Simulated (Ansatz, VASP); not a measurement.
## One calculation of Zn5O, two programs

INCAR

```
SYSTEM = Zn5O
  PREC = Accurate
  ENCUT = 520
  EDIFF = 1E-7
  ISMEAR = 0
  SIGMA = 0.1
  LREAL = .FALSE.
  LASPH = .TRUE.
  NELM = 150
  ALGO = Normal
  ISIF = 2
  LWAVE = .FALSE.
  LCHARG = .TRUE.
  ISPIN = 2
  MAGMOM = 0 0 0 0 0 1
  LORBIT = 11
  GGA = PE
  LELF = .TRUE.
  LVHAR = .TRUE.
  NBANDS = 46
```

Contents of KPOINTS:

```
regular mesh
0
G
  4 4 4
  0 0 0
```

POSCAR

```
Zn5O
1.0
    0.0000000000      3.4593232500      3.4593232500
    3.4593232500      0.0000000000      3.4593232500
    3.4593232500      3.4593232500      0.0000000000
Zn O
5 1
Direct
    0.3750000000      0.3750000000      0.8750000000
    0.3750000000      0.8750000000      0.3750000000
    0.8750000000      0.3750000000      0.3750000000
    0.3750000000      0.3750000000      0.3750000000
    0.7500000000      0.7500000000      0.7500000000
    0.0000000000      0.0000000000      0.0000000000
```

Input for Ansatz:

```yaml
crystal:
  lattice:
    - [0.0, 3.45932325, 3.45932325]
    - [3.45932325, 0.0, 3.45932325]
    - [3.45932325, 3.45932325, 0.0]
  atoms:
    - { symbol: Zn, position: [0.375, 0.375, 0.875] }
    - { symbol: Zn, position: [0.375, 0.875, 0.375] }
    - { symbol: Zn, position: [0.875, 0.375, 0.375] }
    - { symbol: Zn, position: [0.375, 0.375, 0.375] }
    - { symbol: Zn, position: [0.75, 0.75, 0.75] }
    - { symbol: O, position: [0.0, 0.0, 0.0], spin: 1.0 }
basis:
  ecutwfc: 420
kpoints:
  mp_grid: { grid: [4, 4, 4] }
hamiltonian:
  xc: pbe
scf:
  occupations: { method: gaussian, width: 0.1 }
  lower_state_search: "off"
output:
  forces: true
  stress: true
  eigenvalues: true
  populations: true
magnetization:
  spin_polarized: true
```

Change from the starting cell: species swapped into the Be5Au type (F-43m, No. 216).

Alike in both runs: task single point; functional PBE; k mesh 4 × 4 × 4; occupations gaussian, width 0.1 eV; collinear spin.

|  | VASP | Ansatz |
| --- | --- | --- |
| version | VASP 6.6.1 | Ansatz 0.2.0 |
| potentials or method | VASP PAW PBE potentials, release 64 (Zn, O), cutoff 520 eV | scalar-relativistic, plane waves, PAW |
| valence electrons in the cell | 66 | 66 |

|  | VASP | Ansatz | Ansatz less VASP |
| --- | --- | --- | --- |
| gap on the k mesh at the Fermi level (eV) | none | none | - |
| pressure (GPa) | 7.2 | 7.4 | +0.18 |
| net moment per atom (μB) | 0.00 | 0.24 | +0.239 |
| size of the moment on the site where the two differ most (μB) | 0.00 | 0.70 | +0.695 |

The net moments are unlike, so the other rows may belong to different states. Site moments also hang on the region over which each program counts them. A gap of «none» marks a metal or a gap that the smearing closes.

The k mesh is coarse, so the values compare programs but aren't converged.
